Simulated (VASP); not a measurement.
# SiO2 (Pnnm) in VASP: further runs

Runs on SiO2. Level: PBE. Tasks: single point.

All numbers are computed with VASP 6.6.1; they aren't measurements. Logs are shortened: lines on timing, memory, paths and dates and some standing lists are left out, and cuts for length are marked.

## 1. The cell of the first run

The structure is orthorhombic, space group Pnnm (No. 58). Conventional cell: a = 4.236 Å, b = 4.335 Å, c = 2.690 Å, α = 90.00°, β = 90.00°, γ = 90.00°. Si (site symmetry 2/m) has 6 O at 1.79 to 1.87 Å within 2.4 Å. Within 2.4 Å of O (site symmetry m) lie 3 Si at 1.79 to 1.87 Å and 1 O at 2.36 Å.

## 2. Single point, PBE (atoms displaced along a vibrational mode, the cell strained)

INCAR

```
PREC = Accurate
ENCUT = 520
EDIFF = 1E-7
ISMEAR = 0
SIGMA = 0.05
LREAL = F
LASPH = T
NELM = 80
ALGO = Normal
ISIF = 2
LWAVE = F
LCHARG = F
GGA = PE
NBANDS = 25
```

KPOINTS

```
regular mesh
0
Gamma
  6 6 8
```

POSCAR

```
SiO2
1.0
    4.2358788266      0.0000000000      0.0000000000
    0.0000000000      4.3345748033      0.0000000000
    0.0000000000      0.0000000000      2.6897743046
Si O
2 4
Direct
    0.5000000000      0.5000000000      0.5000000000
    0.0000000000      0.0000000000      0.0000000000
    0.7209573303      0.6650682551      0.0000000000
    0.2209573303      0.8349317449      0.5000000000
    0.2790426697      0.3349317449      0.0000000000
    0.7790426697      0.1650682551      0.5000000000
```

Potentials or basis: VASP PAW PBE potentials, release 64 (Si, O).

Launch:

```sh
$ cat potpaw_PBE.64/Si/POTCAR potpaw_PBE.64/O/POTCAR > POTCAR
$ mpirun -np 1 vasp_std > vasp.out
```

OUTCAR:

```text
PREC = Accurate
   ENCUT = 520
   EDIFF = 1E-7
   ISMEAR = 0
   LREAL = F
   LASPH = T
   NELM = 80
   ISIF = 2
   GGA = PE

 ion  position               nearest neighbor table
   1  0.500  0.500  0.500-   3 1.79   5 1.79   3 1.79   5 1.79   4 1.87   6 1.87
   2  0.000  0.000  0.000-   4 1.79   6 1.79   4 1.79   6 1.79   5 1.87   3 1.87
   3  0.721  0.665  0.000-   1 1.79   1 1.79   2 1.87
   4  0.221  0.835  0.500-   2 1.79   2 1.79   1 1.87
   5  0.279  0.335  0.000-   1 1.79   1 1.79   2 1.87
   6  0.779  0.165  0.500-   2 1.79   2 1.79   1 1.87

  LATTYP: Found a simple orthorhombic cell.
 ALAT       =     2.6897743046
 B/A-ratio  =     1.5748082727
 C/A-ratio  =     1.6115013055

  Lattice vectors:

 A1 = (   0.0000000000,   0.0000000000,   2.6897743046)
 A2 = (   4.2358788266,   0.0000000000,   0.0000000000)
 A3 = (   0.0000000000,   4.3345748033,   0.0000000000)

Analysis of symmetry for initial positions (statically):
=====================================================================
 Subroutine PRICEL returns:
 Original cell was already a primitive cell.

 Routine SETGRP: Setting up the symmetry group for a
 simple orthorhombic supercell.

 Subroutine GETGRP returns: Found  8 space group operations
 (whereof  4 operations were pure point group operations)
 out of a pool of  8 trial point group operations.

The static configuration has the point symmetry C_2h.
 The point group associated with its full space group is D_2h.

Analysis of symmetry for dynamics (positions and initial velocities):
=====================================================================
 Subroutine PRICEL returns:
 Original cell was already a primitive cell.

 Routine SETGRP: Setting up the symmetry group for a
 simple orthorhombic supercell.

 Subroutine GETGRP returns: Found  8 space group operations
 (whereof  4 operations were pure point group operations)
 out of a pool of  8 trial point group operations.

The dynamic configuration has the point symmetry C_2h.
 The point group associated with its full space group is D_2h.

 Subroutine INISYM returns: Found  8 space group operations
 (whereof  4 operations are pure point group operations),
 and found     1 'primitive' translations

----------------------------------------------------------------------------------------

                                     Primitive cell

  volume of cell :      49.3862

  direct lattice vectors                    reciprocal lattice vectors
     4.235878827  0.000000000  0.000000000     0.236078519  0.000000000  0.000000000
     0.000000000  4.334574803  0.000000000     0.000000000  0.230703136  0.000000000
     0.000000000  0.000000000  2.689774305     0.000000000  0.000000000  0.371778405

  length of vectors
     4.235878827  4.334574803  2.689774305     0.236078519  0.230703136  0.371778405

  position of ions in fractional coordinates (direct lattice)
     0.500000000  0.500000000  0.500000000
     0.000000000  0.000000000  0.000000000
     0.720957330  0.665068255  0.000000000
     0.220957330  0.834931745  0.500000000
     0.279042670  0.334931745  0.000000000
     0.779042670  0.165068255  0.500000000

  ion indices of the primitive-cell ions
   primitive index   ion index
                 1           1
                 2           2
                 3           3
                 4           4
                 5           5
                 6           6

----------------------------------------------------------------------------------------

 KPOINTS: regular mesh

Automatic generation of k-mesh.
 Grid dimensions read from file:
 generate k-points for:    6    6    8

 Generating k-lattice:

  Cartesian coordinates                     Fractional coordinates (reciprocal lattice)
     0.039346420  0.000000000  0.000000000     0.166666667  0.000000000  0.000000000
     0.000000000  0.038450523  0.000000000     0.000000000  0.166666667  0.000000000
     0.000000000  0.000000000  0.046472301     0.000000000  0.000000000  0.125000000

  Length of vectors
     0.039346420  0.038450523  0.046472301

  Shift w.r.t. Gamma in fractional coordinates (k-lattice)
     0.000000000  0.000000000  0.000000000

 Subroutine IBZKPT returns following result:
 ===========================================

 Found     80 irreducible k-points:

 Following reciprocal coordinates:
            Coordinates               Weight
  0.000000  0.000000  0.000000      1.000000
  0.166667  0.000000  0.000000      2.000000
  0.333333  0.000000  0.000000      2.000000
  0.500000  0.000000  0.000000      1.000000
  0.000000  0.166667  0.000000      2.000000
  0.166667  0.166667  0.000000      4.000000
[... 16 lines left out ...]
  0.333333  0.166667  0.125000      8.000000
  0.500000  0.166667  0.125000      4.000000
 [... further k-points ...]
   k-points           NKPTS =     80   k-points in BZ     NKDIM =     80   number of bands    NBANDS=     25
   number of dos      NEDOS =    301   number of ions     NIONS =      6
   total plane-waves  NPLWV =  20480
   dimension x,y,z NGX =    32 NGY =   32 NGZ =   20
   dimension x,y,z NGXF=    64 NGYF=   64 NGZF=   40
   ions per type =               2   4
   NGX,Y,Z   is equivalent  to a cutoff of  12.56, 12.27, 12.36 a.u.
   NGXF,Y,Z  is equivalent  to a cutoff of  25.12, 24.55, 24.72 a.u.
 SYSTEM =  unknown system
   PREC   = accura    normal or accurate (medium, high low for compatibility)
   ISTART =      0    job   : 0-new  1-cont  2-samecut
   ICHARG =      2    charge: 1-file 2-atom 10-const
   ISPIN  =      1    spin polarized calculation?
   LNONCOLLINEAR =      F non collinear calculations
   LSORBIT =      F    spin-orbit coupling
   LASPH  =      T    aspherical Exc in radial PAW
   ENCUT  =  520.0 eV  38.22 Ry    6.18 a.u.   7.88  8.06  5.00*2*pi/ulx,y,z
   NELM   =     80;   NELMIN=  2; NELMDL= -5     # of ELM steps
   EDIFF  = 0.1E-06   stopping-criterion for ELM
   LREAL  =      F    real-space projection
   EDIFFG = 0.1E-05   stopping-criterion for IOM
   NSW    =      0    number of steps for IOM
   IBRION =     -1    ionic relax: 0-MD 1-quasi-New 2-CG
   NFREE  =      0    steps in history (QN), initial steepest desc. (CG)
   ISIF   =      2    stress and relaxation
   ISYM   =      2    0-nonsym 1-usesym 2-fastsym
   POTIM  = 0.5000    time-step for ionic-motion
   TEBEG  =    0.0;   TEEND  =   0.0 temperature during run
   PSTRESS=    0.0 pullay stress
   NELECT =      32.0000    total number of electrons
   NUPDOWN=      -1.0000    fix difference up-down
   EMIN   =  10.00;   EMAX   =-10.00  energy-range for DOS
   EFERMI =   0.00;   METHOD = LEGACY
   ISMEAR =     0;   SIGMA  =   0.05  broadening in eV -4-tet -1-fermi 0-gaus
   EFERMI_NEDOS =   21; number of points for ismear=-14 and -15
   IALGO  =     38    algorithm
   IMIX   =      4    mixing-type and parameters
     AMIX     =   0.40;   BMIX     =  1.00
     AMIX_MAG =   1.60;   BMIX_MAG =  1.00
  volume/ion in A,a.u.               =       8.23        55.55
  Fermi-wavevector in a.u.,A,eV,Ry     =   1.416629  2.677041 27.304694  2.006838
  Thomas-Fermi vector in A             =   2.537944
   LORBIT       =      0    0 simple, 1 ext, 2 COOP (PROOUT), +10 PAW based schemes
   GGA     = PE    functional components
   LHFCALC =     F    Hartree Fock is set to
   AEXX    =    0.0000 exact exchange contribution
   IVDW    =     0    specifies the selected vdW correction
   LEPSILON=     F    determine dielectric tensor
   LRPA    =     F    only Hartree local field effects (RPA)
 non-spin polarized calculation
 Gauss-broadening in eV      SIGMA  =   0.05
  energy-cutoff  :      520.00
  volume of cell :       49.39
 maximum number of plane-waves:      1356
 NGX is ok and might be reduce to    32
   NGX = 15   NGY = 17   NGZ = 11

 number of electron      31.9999994 magnetization

 Free energy of the ion-electron system (eV)
  ---------------------------------------------------
  ext. energy  EPLUGINS =         0.00000000
  ---------------------------------------------------
  free energy    TOTEN  =       -46.13561816 eV

  energy without entropy =      -46.13561816  energy(sigma->0) =      -46.13561816

 E-fermi :   7.3591     XC(G=0): -11.9793

 val. band max:        7.1103004966   @ k =   0.0000   0.0000   0.0000
 cond. band min:      11.9920630408   @ k =   0.0000   0.0000   0.0000
 fundamental gap:      4.8817625442
 Fermi energy:         7.3591458065

 k-point     1 :       0.0000    0.0000    0.0000
  band No.  band energies     occupation
      1     -14.4984      2.00000
      2     -11.2747      2.00000
      3     -11.0928      2.00000
      4     -11.0666      2.00000
      5      -2.9524      2.00000
      6       0.7412      2.00000
[... 17 lines left out ...]
     24      21.2588      0.00000
     25      21.9842      0.00000

 k-point     2 :       0.1667    0.0000    0.0000
  band No.  band energies     occupation
      1     -14.3627      2.00000
      2     -11.8237      2.00000
      3     -11.0190      2.00000
      4     -10.8038      2.00000
      5      -2.7455      2.00000
      6       0.1509      2.00000
[... 17 lines left out ...]
     24      20.8113      0.00000
     25      21.9795      0.00000

 k-point     3 :       0.3333    0.0000    0.0000
  band No.  band energies     occupation
      1     -13.9675      2.00000
      2     -12.5952      2.00000
      3     -10.8962      2.00000
      4     -10.6941      2.00000
      5      -2.2543      2.00000
      6      -0.7924      2.00000
[... 552 lines left out ...]
 k-point    23 :       0.3333    0.1667    0.1250
  band No.  band energies     occupation
      1     -13.6675      2.00000
      2     -12.4239      2.00000
      3     -11.0762      2.00000
      4     -10.6638      2.00000
      5      -1.8711      2.00000
      6      -0.4939      2.00000
[... 17 lines left out ...]
     24      20.6479      0.00000
     25      21.3006      0.00000

 k-point    24 :       0.5000    0.1667    0.1250
  band No.  band energies     occupation
      1     -13.0953      2.00000
      2     -13.0953      2.00000
      3     -10.8612      2.00000
      4     -10.8612      2.00000
      5      -1.2141      2.00000
      6      -1.2141      2.00000
[... 17 lines left out ...]
     24      20.3191      0.00000
     25      21.7520      0.00000

 [... further k-points ...]
[... 5 lines left out ...]
  --------------------------------------------------------------------------------------
  -------------------------------------------------------------------------------------
  Total       -3.7051074     -1.6379766     -1.6903977      0.0000000      0.0000000      0.0000000
  in kB     -120.2002892    -53.1388799    -54.8395139      0.0000000      0.0000000      0.0000000
  external PRESSURE =     -76.0595610 kB  Pullay stress =       0.0000000 kB

 VOLUME and BASIS-vectors are now :
 -----------------------------------------------------------------------------
  energy-cutoff  :      520.00
  volume of cell :       49.39
      direct lattice vectors                 reciprocal lattice vectors
     4.235878827  0.000000000  0.000000000     0.236078519  0.000000000  0.000000000
     0.000000000  4.334574803  0.000000000     0.000000000  0.230703136  0.000000000
     0.000000000  0.000000000  2.689774305     0.000000000  0.000000000  0.371778405

 POSITION                                       TOTAL-FORCE (eV/Angst)
 -----------------------------------------------------------------------------------
      2.11794      2.16729      1.34489         0.000000      0.000000      0.000000
      0.00000      0.00000      0.00000         0.000000      0.000000      0.000000
      3.05389      2.88279      0.00000        -0.605683      0.188620      0.000000
      0.93595      3.61907      1.34489        -0.605683     -0.188620      0.000000
      1.18199      1.45179      0.00000         0.605683     -0.188620      0.000000
      3.29993      0.71550      1.34489         0.605683      0.188620      0.000000
 -----------------------------------------------------------------------------------
    total drift:                                0.000000     -0.000000     -0.000000

  FREE ENERGIE OF THE ION-ELECTRON SYSTEM (eV)
  ---------------------------------------------------
  free  energy   TOTEN  =       -46.1356181612 eV

  energy  without entropy=      -46.1356181612  energy(sigma->0) =      -46.13561816
```

It took 71 s on 1 thread of Intel Xeon 8259CL, shared host; peak memory 0.2 GiB.

What came out:

| Quantity | Value |
| --- | --- |
| Free energy | -46.1356 eV |
| Pressure | -7.6 GPa |
| Largest force | 0.634 eV/Å |
| Band gap on the k mesh | 4.88 eV |

Forces in eV/Å, atoms in the order of the input:
```
Si   0.000  0.000  0.000
Si   0.000  0.000  0.000
O   -0.606  0.189  0.000
O   -0.606 -0.189  0.000
O    0.606 -0.189  0.000
O    0.606  0.189  0.000
```

Levels at points of the mesh, in eV from the valence-band top:
| k point | band 14 | band 15 | band 16 | band 17 | band 18 | band 19 |
| --- | --- | --- | --- | --- | --- | --- |
| (0.00, 0.00, 0.00) | -0.52 | -0.37 | 0.00 | 4.88 | 6.94 | 8.47 |
| (0.50, 0.00, 0.00) | -2.13 | -0.41 | -0.41 | 6.91 | 6.91 | 8.85 |
| (0.00, 0.50, 0.00) | -2.17 | -0.93 | -0.93 | 7.44 | 7.44 | 9.28 |
| (0.50, 0.50, 0.00) | -2.24 | -1.68 | -1.68 | 7.08 | 7.08 | 9.82 |
| (0.00, 0.00, 0.50) | -2.46 | -1.96 | -1.96 | 8.37 | 8.37 | 11.92 |
| (0.50, 0.00, 0.50) | -2.13 | -1.04 | -1.04 | 8.67 | 8.67 | 9.37 |
| (0.00, 0.50, 0.50) | -1.60 | -1.58 | -1.58 | 7.89 | 7.89 | 9.16 |
| (0.50, 0.50, 0.50) | -1.48 | -1.00 | -1.00 | 6.73 | 6.73 | 10.52 |

Caveat: the cell differs from its parent crystal (atoms displaced along a vibrational mode, the cell strained); the cell stands under tension.

## 3. Single point, PBE (atoms displaced along a vibrational mode, the cell strained)

INCAR

```
  PREC = Accurate
  ENCUT = 520
  EDIFF = 1E-6
  ISMEAR = 0
  SIGMA = 0.05
  LREAL = F
  LASPH = T
  NELM = 60
  ALGO = Normal
  ISIF = 2
  LWAVE = F
  LCHARG = F
  GGA = PE
  NBANDS = 25
```

KPOINTS

```
Automatic mesh
0
Gamma
  6 6 8
```

POSCAR

```
SiO2
1.0
    4.2358788266      0.0000000000      0.0000000000
    0.0000000000      4.3345748033      0.0000000000
    0.0000000000      0.0000000000      2.6897743046
Si O
2 4
Direct
    0.5000000000      0.5000000000      0.5000000000
    0.0000000000      0.0000000000      0.0000000000
    0.6650682551      0.7209573303      0.0000000000
    0.1650682551      0.7790426697      0.5000000000
    0.3349317449      0.2790426697      0.0000000000
    0.8349317449      0.2209573303      0.5000000000
```

Potentials or basis: VASP PAW PBE potentials, release 64 (Si, O).

Launch:

```sh
$ cat potpaw_PBE.64/Si/POTCAR potpaw_PBE.64/O/POTCAR > POTCAR
$ mpirun -np 1 vasp_std > vasp.out
```

It took 65 s on 1 thread of Intel Xeon 8259CL, shared host; peak memory 0.2 GiB.

The run converged. Its results:

```
Free energy            : -46.0324 eV
Pressure               : -7.7 GPa
Largest force          : 0.833 eV/Å
Band gap on the k mesh : 4.68 eV
```

Forces in eV/Å, atoms in the order of the input:
```
Si   0.000  0.000  0.000
Si   0.000  0.000  0.000
O    0.161 -0.818  0.000
O    0.161  0.818  0.000
O   -0.161  0.818  0.000
O   -0.161 -0.818  0.000
```

Stress tensor (GPa, compression positive):
```
  1.74   0.00   0.00
  0.00 -20.78   0.00
  0.00   0.00  -4.15
```

Levels at points of the mesh, in eV from the valence-band top:
| k point | band 14 | band 15 | band 16 | band 17 | band 18 | band 19 |
| --- | --- | --- | --- | --- | --- | --- |
| (0.00, 0.00, 0.00) | -0.89 | -0.34 | 0.00 | 4.68 | 6.84 | 8.24 |
| (0.50, 0.00, 0.00) | -2.33 | -1.17 | -1.17 | 7.26 | 7.26 | 9.09 |
| (0.00, 0.50, 0.00) | -2.17 | -0.40 | -0.40 | 6.76 | 6.76 | 8.72 |
| (0.50, 0.50, 0.00) | -2.44 | -1.89 | -1.89 | 6.94 | 6.94 | 9.68 |
| (0.00, 0.00, 0.50) | -2.61 | -2.12 | -2.12 | 8.13 | 8.13 | 11.72 |
| (0.50, 0.00, 0.50) | -1.65 | -1.58 | -1.58 | 7.74 | 7.74 | 9.05 |
| (0.00, 0.50, 0.50) | -2.35 | -1.31 | -1.31 | 8.33 | 8.33 | 9.07 |
| (0.50, 0.50, 0.50) | -1.52 | -1.13 | -1.13 | 6.44 | 6.44 | 10.55 |

Caveat: the cell differs from its parent crystal (atoms displaced along a vibrational mode, the cell strained); the cell stands under tension. A k mesh can miss the band edges.

## 4. Single point, PBE (atoms displaced along a vibrational mode, the cell strained)

INCAR

```
SYSTEM = SiO2
PREC = Accurate ; ENCUT = 520
EDIFF = 1E-6 ; ISMEAR = 0
SIGMA = 0.05 ; LREAL = .False.
LASPH = .True. ; NELM = 60
ALGO = Normal ; ISIF = 2
LWAVE = .False. ; LCHARG = .False.
GGA = PE ; NBANDS = 25
```

KPOINTS

```
Automatic mesh
0
Gamma
  6 6 8
  0 0 0
```

POSCAR

```
SiO2
1.0
    4.2358788266      0.0000000000      0.0000000000
    0.0000000000      4.3345748033      0.0000000000
    0.0000000000      0.0000000000      2.6897743046
Si O
2 4
Direct
    0.5000000000      0.5000000000      0.5000000000
    0.0000000000      0.0000000000      0.0000000000
    0.7395870220      0.6464385634      0.0000000000
    0.2395870220      0.8535614366      0.5000000000
    0.2604129780      0.3535614366      0.0000000000
    0.7604129780      0.1464385634      0.5000000000
```

Launch:

```sh
$ cat potpaw_PBE.64/Si/POTCAR potpaw_PBE.64/O/POTCAR > POTCAR
$ mpirun -np 1 vasp_std > vasp.out
```

Run time: 75 s. Hardware: 1 thread of Intel Xeon 8259CL, shared host; peak memory 0.2 GiB.

It converged, with:

```
Free energy            : -45.7345 eV
Pressure               : -10.2 GPa
Largest force          : 1.387 eV/Å
Band gap on the k mesh : 4.78 eV
```

Forces in eV/Å, atoms in the order of the input:
```
Si   0.000  0.000  0.000
Si   0.000  0.000  0.000
O   -1.280  0.533  0.000
O   -1.280 -0.533  0.000
O    1.280 -0.533  0.000
O    1.280  0.533  0.000
```

Stress tensor (GPa, compression positive):
```
-17.79   0.00   0.00
  0.00  -4.17   0.00
  0.00   0.00  -8.63
```

Levels at points of the mesh, in eV from the valence-band top:
| k point | band 14 | band 15 | band 16 | band 17 | band 18 | band 19 |
| --- | --- | --- | --- | --- | --- | --- |
| (0.00, 0.00, 0.00) | -0.33 | -0.27 | 0.00 | 4.78 | 6.98 | 8.59 |
| (0.50, 0.00, 0.00) | -1.87 | -0.06 | -0.06 | 6.52 | 6.52 | 8.75 |
| (0.00, 0.50, 0.00) | -1.96 | -0.83 | -0.83 | 7.42 | 7.42 | 9.34 |
| (0.50, 0.50, 0.00) | -2.32 | -1.36 | -1.36 | 7.08 | 7.08 | 9.64 |
| (0.00, 0.00, 0.50) | -2.41 | -1.48 | -1.48 | 8.04 | 8.04 | 11.71 |
| (0.50, 0.00, 0.50) | -2.24 | -0.76 | -0.76 | 8.60 | 8.60 | 9.30 |
| (0.00, 0.50, 0.50) | -1.65 | -1.17 | -1.17 | 7.48 | 7.48 | 8.95 |
| (0.50, 0.50, 0.50) | -1.46 | -0.70 | -0.70 | 6.65 | 6.65 | 10.30 |

Caveat: the cell differs from its parent crystal (atoms displaced along a vibrational mode, the cell strained); the cell stands under tension; forces of over 1 eV/Å act on the atoms, so gaps and moduli don't describe the material at rest. A k mesh can miss the band edges.

(Continued in part 2 of 2.)
